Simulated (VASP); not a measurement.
**SnTe: single point with LDA**

The system is SnTe.

```
Sn Te
1.0
     4.49040    0.00000    0.00000
     0.00000    3.90470    0.00000
     0.00000    0.00000    3.90470
Sn Te
1 1
Direct
  0.00000 0.00000 0.00000
  0.50000 0.50000 0.50000
```

This cell differs from its parent crystal: strain +0.1500 x Voigt [1, 0, 0, 0, 0, 0].

* Program: VASP 6.6.1
* Task: single point
* Functional: LDA
* Potentials or basis: VASP PAW LDA potentials, release 64 (Sn_d, Te)
* Cutoff: 520 eV
* k mesh: 12 × 12 × 12
* Occupations: gaussian, width 0.15 eV
* Spin: no spin polarisation

```
Pressure               : -7.5 GPa
Band gap on the k mesh : zero (bands 10 and 11 overlap by 1.74 eV)
```

Stress tensor (GPa, compression positive):
```
-10.01   0.00   0.00
  0.00  -6.18   0.00
  0.00   0.00  -6.18
```

Levels at points of the mesh, in eV from the Fermi level:
| k point | band 7 | band 8 | band 9 | band 10 | band 11 | band 12 | band 13 | band 14 |
| --- | --- | --- | --- | --- | --- | --- | --- | --- |
| (0.00, 0.00, 0.00) | -6.11 | -2.54 | -0.91 | -0.91 | 3.65 | 4.10 | 4.29 | 4.36 |
| (0.50, 0.00, 0.00) | -8.06 | -0.02 | -0.01 | -0.01 | 0.47 | 2.23 | 2.23 | 5.66 |
| (0.00, 0.50, 0.00) | -7.53 | -1.02 | -0.98 | -0.63 | 0.30 | 0.97 | 2.70 | 5.78 |
| (0.50, 0.50, 0.00) | -6.62 | -4.21 | -4.10 | 0.52 | 3.22 | 3.26 | 3.71 | 6.08 |
| (0.00, 0.50, 0.50) | -6.04 | -3.90 | -3.90 | -0.37 | 2.14 | 2.14 | 2.14 | 4.91 |
| (0.50, 0.50, 0.50) | -5.59 | -2.60 | -2.60 | -2.03 | -1.22 | -1.22 | -0.56 | 10.27 |

Wall time 86 s on 1 thread of AMD EPYC 9R45 96-Core Processor (Zen 5), on a shared host, peak memory 0.31 GiB.

Caveat: the cell differs from its parent crystal (strain +0.1500 x Voigt [1, 0, 0, 0, 0, 0]); the cell stands under tension; spin-orbit coupling is left out, which moves the levels of the heavy elements.
